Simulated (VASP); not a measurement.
# Cd (P6_3/mmc) in VASP: further runs

Runs on Cd. Level: BLYP. Tasks: single point.

Program: VASP 6.6.1. These are calculated values, not measurements. Logs are shortened: lines on timing, memory, paths and dates and some standing lists are left out, and cuts for length are marked.

### Step 1. The cell of the first run

Symmetry: P6_3/mmc, No. 194, hexagonal system. The conventional cell has a = 2.968 Å, b = 2.968 Å, c = 6.152 Å, α = 90.00°, β = 90.00°, γ = 120.00°. Within 3.9 Å of Cd (site symmetry -6m2) lie 12 Cd at 2.97 to 3.52 Å.

### Step 2. Single point, BLYP (23.47 Å³/atom)

Contents of INCAR:

```
SYSTEM = Cd
  PREC = Accurate
  ENCUT = 520
  EDIFF = 1E-7
  ISMEAR = -1
  SIGMA = 0.1
  LREAL = .False.
  LASPH = .True.
  NELM = 60
  ALGO = Normal
  ISIF = 2
  LWAVE = .False.
  LCHARG = .True.
  GGA = B5
  ALDAX = 1.0
  AGGAX = 1.0
  AGGAC = 1.0
  ALDAC = 0.0
  LELF = .True.
  LVHAR = .True.
  NBANDS = 19
```

Contents of KPOINTS:

```
regular mesh
0
Gamma
  19 19 8
  0 0 0
```

Contents of POSCAR:

```
Cd
1.0
    2.9680722990      0.0000000000      0.0000000000
   -1.4840361495      2.5704260112      0.0000000000
    0.0000000000      0.0000000000      6.1522442186
Cd
2
Direct
    0.3333333333      0.6666666667      0.2500000000
    0.6666666667      0.3333333333      0.7500000000
```

Potentials or basis: VASP PAW PBE potentials, release 64 (Cd).

Command:

```
$ cat potpaw_PBE.64/Cd/POTCAR > POTCAR
$ mpirun -np 1 vasp_std > vasp.out
```

OUTCAR:

```text
SYSTEM = Cd
   PREC = Accurate
   ENCUT = 520
   EDIFF = 1E-7
   ISMEAR = -1
   LREAL = .False.
   LASPH = .True.
   NELM = 60
   ISIF = 2
   GGA = B5

 ion  position               nearest neighbor table
   1  0.333  0.667  0.250-   2 3.52   2 3.52   2 3.52   2 3.52   2 3.52   2 3.52
   2  0.667  0.333  0.750-   1 3.52   1 3.52   1 3.52   1 3.52   1 3.52   1 3.52

  LATTYP: Found a hexagonal cell.
 ALAT       =     2.9680722990
 C/A-ratio  =     2.0728080716

  Lattice vectors:

 A1 = (   2.9680722990,   0.0000000000,   0.0000000000)
 A2 = (  -1.4840361495,   2.5704260112,   0.0000000000)
 A3 = (   0.0000000000,   0.0000000000,   6.1522442186)

Analysis of symmetry for initial positions (statically):
=====================================================================
 Subroutine PRICEL returns:
 Original cell was already a primitive cell.

 Routine SETGRP: Setting up the symmetry group for a
 hexagonal supercell.

 Subroutine GETGRP returns: Found 24 space group operations
 (whereof 12 operations were pure point group operations)
 out of a pool of 24 trial point group operations.

The static configuration has the point symmetry D_3d.
 The point group associated with its full space group is D_6h.

Analysis of symmetry for dynamics (positions and initial velocities):
=====================================================================
 Subroutine PRICEL returns:
 Original cell was already a primitive cell.

 Routine SETGRP: Setting up the symmetry group for a
 hexagonal supercell.

 Subroutine GETGRP returns: Found 24 space group operations
 (whereof 12 operations were pure point group operations)
 out of a pool of 24 trial point group operations.

The dynamic configuration has the point symmetry D_3d.
 The point group associated with its full space group is D_6h.

 Subroutine INISYM returns: Found 24 space group operations
 (whereof 12 operations are pure point group operations),
 and found     1 'primitive' translations

----------------------------------------------------------------------------------------

                                     Primitive cell

  volume of cell :      46.9368

  direct lattice vectors                    reciprocal lattice vectors
     2.968072299  0.000000000  0.000000000     0.336919017  0.194520285  0.000000000
    -1.484036150  2.570426011  0.000000000     0.000000000  0.389040570  0.000000000
     0.000000000  0.000000000  6.152244219     0.000000000  0.000000000  0.162542312

  length of vectors
     2.968072299  2.968072299  6.152244219     0.389040570  0.389040570  0.162542312

  position of ions in fractional coordinates (direct lattice)
     0.333333333  0.666666667  0.250000000
     0.666666667  0.333333333  0.750000000

  ion indices of the primitive-cell ions
   primitive index   ion index
                 1           1
                 2           2

----------------------------------------------------------------------------------------

 KPOINTS: regular mesh

Automatic generation of k-mesh.
 Grid dimensions read from file:
 generate k-points for:   19   19    8

 Generating k-lattice:

  Cartesian coordinates                     Fractional coordinates (reciprocal lattice)
     0.017732580  0.010237910  0.000000000     0.052631579 -0.000000000  0.000000000
     0.000000000  0.020475819  0.000000000     0.000000000  0.052631579  0.000000000
     0.000000000  0.000000000  0.020317789     0.000000000  0.000000000  0.125000000

  Length of vectors
     0.020475819  0.020475819  0.020317789

  Shift w.r.t. Gamma in fractional coordinates (k-lattice)
     0.000000000  0.000000000  0.000000000

 Subroutine IBZKPT returns following result:
 ===========================================

 Found    200 irreducible k-points:

 Following reciprocal coordinates:
            Coordinates               Weight
  0.000000  0.000000  0.000000      1.000000
  0.052632 -0.000000  0.000000      6.000000
  0.105263 -0.000000  0.000000      6.000000
  0.157895 -0.000000  0.000000      6.000000
  0.210526 -0.000000  0.000000      6.000000
  0.263158  0.000000  0.000000      6.000000
[... 16 lines left out ...]
  0.263158  0.105263  0.000000     12.000000
  0.315789  0.105263  0.000000     12.000000
 [... further k-points ...]
   k-points           NKPTS =    200   k-points in BZ     NKDIM =    200   number of bands    NBANDS=     19
   number of dos      NEDOS =    301   number of ions     NIONS =      2
   total plane-waves  NPLWV =  27648
   dimension x,y,z NGX =    24 NGY =   24 NGZ =   48
   dimension x,y,z NGXF=    48 NGYF=   48 NGZF=   96
   ions per type =               2
   NGX,Y,Z   is equivalent  to a cutoff of  13.44, 13.44, 12.97 a.u.
   NGXF,Y,Z  is equivalent  to a cutoff of  26.89, 26.89, 25.94 a.u.
 SYSTEM =  Cd
   PREC   = accura    normal or accurate (medium, high low for compatibility)
   ISTART =      0    job   : 0-new  1-cont  2-samecut
   ICHARG =      2    charge: 1-file 2-atom 10-const
   ISPIN  =      1    spin polarized calculation?
   LNONCOLLINEAR =      F non collinear calculations
   LSORBIT =      F    spin-orbit coupling
   LASPH  =      T    aspherical Exc in radial PAW
   ENCUT  =  520.0 eV  38.22 Ry    6.18 a.u.   5.52  5.52 11.44*2*pi/ulx,y,z
   NELM   =     60;   NELMIN=  2; NELMDL= -5     # of ELM steps
   EDIFF  = 0.1E-06   stopping-criterion for ELM
   LREAL  =      F    real-space projection
   EDIFFG = 0.1E-05   stopping-criterion for IOM
   NSW    =      0    number of steps for IOM
   IBRION =     -1    ionic relax: 0-MD 1-quasi-New 2-CG
   NFREE  =      0    steps in history (QN), initial steepest desc. (CG)
   ISIF   =      2    stress and relaxation
   ISYM   =      2    0-nonsym 1-usesym 2-fastsym
   POTIM  = 0.5000    time-step for ionic-motion
   TEBEG  =    0.0;   TEEND  =   0.0 temperature during run
   PSTRESS=    0.0 pullay stress
   NELECT =      24.0000    total number of electrons
   NUPDOWN=      -1.0000    fix difference up-down
   EMIN   =  10.00;   EMAX   =-10.00  energy-range for DOS
   EFERMI =   0.00;   METHOD = LEGACY
   ISMEAR =    -1;   SIGMA  =   0.10  broadening in eV -4-tet -1-fermi 0-gaus
   EFERMI_NEDOS =   21; number of points for ismear=-14 and -15
   IALGO  =     38    algorithm
   IMIX   =      4    mixing-type and parameters
     AMIX     =   0.40;   BMIX     =  1.00
     AMIX_MAG =   1.60;   BMIX_MAG =  1.00
  volume/ion in A,a.u.               =      23.47       158.37
  Fermi-wavevector in a.u.,A,eV,Ry     =   1.309104  2.473848 23.317034  1.713754
  Thomas-Fermi vector in A             =   2.439726
   LORBIT       =      0    0 simple, 1 ext, 2 COOP (PROOUT), +10 PAW based schemes
   GGA     = B5    functional components
   LHFCALC =     F    Hartree Fock is set to
   AEXX    =    0.0000 exact exchange contribution
   IVDW    =     0    specifies the selected vdW correction
   LEPSILON=     F    determine dielectric tensor
   LRPA    =     F    only Hartree local field effects (RPA)
 non-spin polarized calculation
  energy-cutoff  :      520.00
  volume of cell :       46.94
 maximum number of plane-waves:      1306
 NGX is ok and might be reduce to    24
   NGX = 11   NGY = 11   NGZ = 23

 number of electron      23.9999994 magnetization

 Free energy of the ion-electron system (eV)
  ---------------------------------------------------
  ext. energy  EPLUGINS =         0.00000000
  ---------------------------------------------------
  free energy    TOTEN  =        -0.18839611 eV

  energy without entropy =       -0.17048382  energy(sigma->0) =       -0.17943997

 E-fermi :   2.9053     XC(G=0): -10.0043

 val. band max:        2.8807957942   @ k =   0.3684   0.2632   0.1250
 cond. band min:       2.9292789323   @ k =   0.3158   0.3158   0.2500
 fundamental gap:      0.0484831381
 Fermi energy:         2.9053065291

 k-point     1 :       0.0000    0.0000    0.0000
  band No.  band energies     occupation
      1      -6.9410      2.00000
      2      -6.8213      2.00000
      3      -6.3704      2.00000
      4      -6.3704      2.00000
      5      -6.3462      2.00000
      6      -6.3462      2.00000
[... 11 lines left out ...]
     18      18.2633      0.00000
     19      19.0210      0.00000

 k-point     2 :       0.0526   -0.0000    0.0000
  band No.  band energies     occupation
      1      -6.9104      2.00000
      2      -6.7928      2.00000
      3      -6.3815      2.00000
      4      -6.3568      2.00000
      5      -6.3443      2.00000
      6      -6.3205      2.00000
[... 11 lines left out ...]
     18      17.9759      0.00000
     19      19.2314      0.00000

 k-point     3 :       0.1053   -0.0000    0.0000
  band No.  band energies     occupation
      1      -6.8311      2.00000
      2      -6.7219      2.00000
      3      -6.4087      2.00000
      4      -6.3794      2.00000
      5      -6.2682      2.00000
      6      -6.2457      2.00000
[... 11 lines left out ...]
     18      17.6201      0.00000
     19      18.5333      0.00000

 k-point     4 :       0.1579   -0.0000    0.0000
  band No.  band energies     occupation
      1      -6.7577      2.00000
      2      -6.6513      2.00000
      3      -6.4334      2.00000
      4      -6.3638      2.00000
      5      -6.1484      2.00000
      6      -6.1280      2.00000
[... 11 lines left out ...]
     18      16.7518      0.00000
     19      17.3780      0.00000

 k-point     5 :       0.2105   -0.0000    0.0000
  band No.  band energies     occupation
      1      -6.7694      2.00000
      2      -6.6539      2.00000
      3      -6.3803      2.00000
      4      -6.2624      2.00000
      5      -6.1366      2.00000
      6      -5.9956      2.00000
[... 11 lines left out ...]
     18      15.8626      0.00000
     19      15.9908      0.00000

 k-point     6 :       0.2632    0.0000    0.0000
  band No.  band energies     occupation
      1      -6.8404      2.00000
      2      -6.7283      2.00000
      3      -6.2923      2.00000
      4      -6.2645      2.00000
      5      -6.1074      2.00000
      6      -6.0995      2.00000
[... 11 lines left out ...]
     18      14.6506      0.00000
     19      16.1338      0.00000

 k-point     7 :       0.3158    0.0000    0.0000
  band No.  band energies     occupation
      1      -6.9259      2.00000
      2      -6.8169      2.00000
      3      -6.4324      2.00000
      4      -6.1999      2.00000
      5      -6.1507      2.00000
      6      -5.9473      2.00000
[... 11 lines left out ...]
     18      14.5712      0.00000
     19      16.3703      0.00000

 k-point     8 :       0.3684    0.0000    0.0000
  band No.  band energies     occupation
      1      -7.0039      2.00000
      2      -6.8966      2.00000
      3      -6.5451      2.00000
      4      -6.2841      2.00000
      5      -6.0554      2.00000
      6      -5.9741      2.00000
[... 256 lines left out ...]
 k-point    20 :       0.1053    0.1053    0.0000
  band No.  band energies     occupation
      1      -6.6670      2.00000
      2      -6.5902      2.00000
      3      -6.4697      2.00000
      4      -6.4467      2.00000
      5      -6.0766      2.00000
      6      -6.0459      2.00000
[... 11 lines left out ...]
     18      16.6337      0.00000
     19      17.1155      0.00000

 k-point    21 :       0.1579    0.1053    0.0000
  band No.  band energies     occupation
      1      -6.6500      2.00000
      2      -6.5331      2.00000
      3      -6.4944      2.00000
      4      -6.3803      2.00000
      5      -6.1608      2.00000
      6      -6.0654      2.00000
[... 11 lines left out ...]
     18      15.5140      0.00000
     19      15.9969      0.00000

 k-point    22 :       0.2105    0.1053    0.0000
  band No.  band energies     occupation
      1      -6.7270      2.00000
      2      -6.6170      2.00000
      3      -6.3502      2.00000
      4      -6.3022      2.00000
      5      -6.2320      2.00000
      6      -6.1460      2.00000
[... 11 lines left out ...]
     18      14.7719      0.00000
     19      14.9160      0.00000

 k-point    23 :       0.2632    0.1053    0.0000
  band No.  band energies     occupation
      1      -6.8132      2.00000
      2      -6.7031      2.00000
      3      -6.4280      2.00000
      4      -6.2216      2.00000
      5      -6.2065      2.00000
      6      -6.0664      2.00000
[... 11 lines left out ...]
     18      14.3333      0.00000
     19      14.6269      0.00000

 k-point    24 :       0.3158    0.1053    0.0000
  band No.  band energies     occupation
      1      -6.8895      2.00000
      2      -6.7786      2.00000
      3      -6.5287      2.00000
      4      -6.2855      2.00000
      5      -6.0853      2.00000
      6      -6.0068      2.00000
[... 11 lines left out ...]
     18      13.8393      0.00000
     19      15.0652      0.00000

 [... further k-points ...]

------------------------ aborting loop because EDIFF is reached ----------------------------------------

  FORCE on cell =-STRESS in cart. coord.  units (eV):
  Direction    XX          YY          ZZ          XY          YZ          ZX
  --------------------------------------------------------------------------------------
  -------------------------------------------------------------------------------------
  Total        1.6421114      1.6421114      1.0155597      0.0000000      0.0000000      0.0000000
  in kB       56.0531539     56.0531539     34.6659336      0.0000000      0.0000000      0.0000000
  external PRESSURE =      48.9240805 kB  Pullay stress =       0.0000000 kB

 VOLUME and BASIS-vectors are now :
 -----------------------------------------------------------------------------
  energy-cutoff  :      520.00
  volume of cell :       46.94
      direct lattice vectors                 reciprocal lattice vectors
     2.968072299  0.000000000  0.000000000     0.336919017  0.194520285  0.000000000
    -1.484036150  2.570426011  0.000000000     0.000000000  0.389040570  0.000000000
     0.000000000  0.000000000  6.152244219     0.000000000  0.000000000  0.162542312

 POSITION                                       TOTAL-FORCE (eV/Angst)
 -----------------------------------------------------------------------------------
     -0.00000      1.71362      1.53806        -0.000000      0.000000      0.000000
      1.48404      0.85681      4.61418         0.000000     -0.000000      0.000000
 -----------------------------------------------------------------------------------
    total drift:                               -0.000000      0.000000      0.000000

  FREE ENERGIE OF THE ION-ELECTRON SYSTEM (eV)
  ---------------------------------------------------
  free  energy   TOTEN  =        -0.1883961142 eV

  energy  without entropy=       -0.1704838184  energy(sigma->0) =       -0.17943997
```

Run time: 54 s. Hardware: 1 thread of Intel Xeon 6975P-C (Granite Rapids), shared host; peak memory 0.28 GiB.

What came out:

```
Free energy            : -0.1884 eV
Pressure               : 4.9 GPa
Band gap on the k mesh : zero (bands 12 and 13 overlap by 4.13 eV)
```

Levels at points of the mesh, in eV from the Fermi level:
```tsv
k point	band 10	band 11	band 12	band 13	band 14	band 15
(0.00, 0.00, 0.00)	-8.56	-8.28	-4.11	-2.78	7.74	12.23
(0.00, 0.00, 0.50)	-8.62	-7.07	-7.07	2.21	2.21	15.47
```

Caveat: the cell stands under pressure; the PAW data sets were made with another functional, which shifts forces and pressure a little.

### Step 3. Single point, BLYP (24.54 Å³/atom)

This run uses another cell than the first one, of 24.54 Å³/atom.

Contents of INCAR:

```
PREC     = Accurate       # precision mode
ENCUT    = 520            # plane-wave cutoff, eV
EDIFF    = 1E-6           # SCF threshold, eV
ISMEAR   = -1             # smearing method
SIGMA    = 0.1            # smearing width, eV
LREAL    = False          # projectors in reciprocal space
LASPH    = True           # aspherical terms in the spheres
NELM     = 60             # most SCF steps
ALGO     = Normal         # electronic algorithm
ISIF     = 2              # what is computed and relaxed
LWAVE    = False          # write WAVECAR
LCHARG   = True           # write CHGCAR
GGA      = B5             # functional
ALDAX    = 1.0          
AGGAX    = 1.0          
AGGAC    = 1.0          
ALDAC    = 0.0          
LELF     = True           # ELF
LVHAR    = True         
NBANDS   = 19             # bands
```

Contents of KPOINTS:

```
Automatic mesh
0
Gamma
  19 19 8
```

Contents of POSCAR:

```
Cd
1.0
    3.0123784176      0.0000000000      0.0000000000
   -1.5061892088      2.6087962355      0.0000000000
    0.0000000000      0.0000000000      6.2440822989
Cd
2
Direct
    0.3333333333      0.6666666667      0.2500000000
    0.6666666667      0.3333333333      0.7500000000
```

Potentials or basis: VASP PAW PBE potentials, release 64 (Cd).

Command:

```
$ cat potpaw_PBE.64/Cd/POTCAR > POTCAR
$ mpirun -np 1 vasp_std > vasp.out
```

Run time: 51 s. Hardware: 1 thread of Intel Xeon 6975P-C (Granite Rapids), shared host; peak memory 0.28 GiB.

It converged, with:

```yaml
Free_energy: -0.2391 eV
Pressure: 2.8 GPa
Band_gap_on_the_k_mesh: zero (bands 12 and 13 overlap by 3.85 eV)
```

Stress tensor (GPa, compression positive):
```
3.11 0.00 0.00
0.00 3.11 0.00
0.00 0.00 2.18
```

Levels at points of the mesh, in eV from the Fermi level:
```
           k point  band 9  band 10  band 11  band 12  band 13  band 14  band 15  band 16
(0.00, 0.00, 0.00)   -8.51    -8.51    -8.00    -4.09    -2.57     7.55    11.88    14.84
(0.00, 0.00, 0.50)   -8.57    -8.57    -6.84    -6.84     2.16     2.16    15.27    15.27
```

Caveat: the PAW data sets were made with another functional, which shifts forces and pressure a little.

### Step 4. Single point, BLYP (25.60 Å³/atom)

This run uses another cell than the first one, of 25.60 Å³/atom.

Contents of INCAR:

```
SYSTEM = Cd
AGGAC = 1.0 ; AGGAX = 1.0
ALDAC = 0.0 ; ALDAX = 1.0
ALGO = Normal ; EDIFF = 1E-6
ENCUT = 520 ; GGA = B5
ISIF = 2 ; ISMEAR = -1
LASPH = .True. ; LCHARG = .False.
LREAL = .False. ; LWAVE = .False.
NBANDS = 19 ; NELM = 100
PREC = Accurate ; SIGMA = 0.1
```

Contents of KPOINTS:

```
k-points
0
Gamma
  19 19 8
  0 0 0
```

Contents of POSCAR:

```
Cd
1.0
    3.0554182099      0.0000000000      0.0000000000
   -1.5277091049      2.6460697890      0.0000000000
    0.0000000000      0.0000000000      6.3332955278
Cd
2
Direct
    0.3333333333      0.6666666667      0.2500000000
    0.6666666667      0.3333333333      0.7500000000
```

Command:

```
$ cat potpaw_PBE.64/Cd/POTCAR > POTCAR
$ mpirun -np 1 vasp_std > vasp.out
```

Wall time 48 s (1 thread of Intel Xeon 6975P-C (Granite Rapids), shared host); peak memory 0.28 GiB.

It converged, with:

| Property | Result |
| --- | --- |
| Free energy | -0.2660 eV |
| Pressure | 1.3 GPa |
| Band gap on the k mesh | zero (bands 12 and 13 overlap by 3.54 eV) |

Stress tensor (GPa, compression positive):
```
1.33 0.00 0.00
0.00 1.33 0.00
0.00 0.00 1.20
```

Levels at points of the mesh, in eV from the Fermi level:
| k point | band 10 | band 11 | band 12 | band 13 | band 14 | band 15 |
| --- | --- | --- | --- | --- | --- | --- |
| (0.00, 0.00, 0.00) | -8.47 | -7.73 | -4.05 | -2.38 | 7.37 | 11.56 |
| (0.00, 0.00, 0.50) | -8.52 | -6.63 | -6.63 | 2.13 | 2.13 | 15.07 |

Caveat: the PAW data sets were made with another functional, which shifts forces and pressure a little.

### Step 5. The runs side by side

```csv
cell,gap on the mesh (eV),pressure (GPa)
"a = 2.968, b = 2.968, c = 6.152 Å, angles 90.0, 90.0, 120.0°, 2 atoms",none,4.9
"a = 3.012, b = 3.012, c = 6.244 Å, angles 90.0, 90.0, 120.0°, 2 atoms",none,2.8
"a = 3.055, b = 3.055, c = 6.333 Å, angles 90.0, 90.0, 120.0°, 2 atoms",none,1.3
```

Alike in all rows: task single point; level BLYP; potentials or basis VASP PAW PBE potentials, release 64 (Cd); no spin polarisation; k mesh 19 × 19 × 8; cutoff (eV) 520; smearing fermi-dirac 0.1 eV.

Caveats: the PAW data sets were made with another functional, which shifts forces and pressure a little; the cell stands under pressure (at least some runs).

Absolute energies hang on the potentials; compare differences alone.
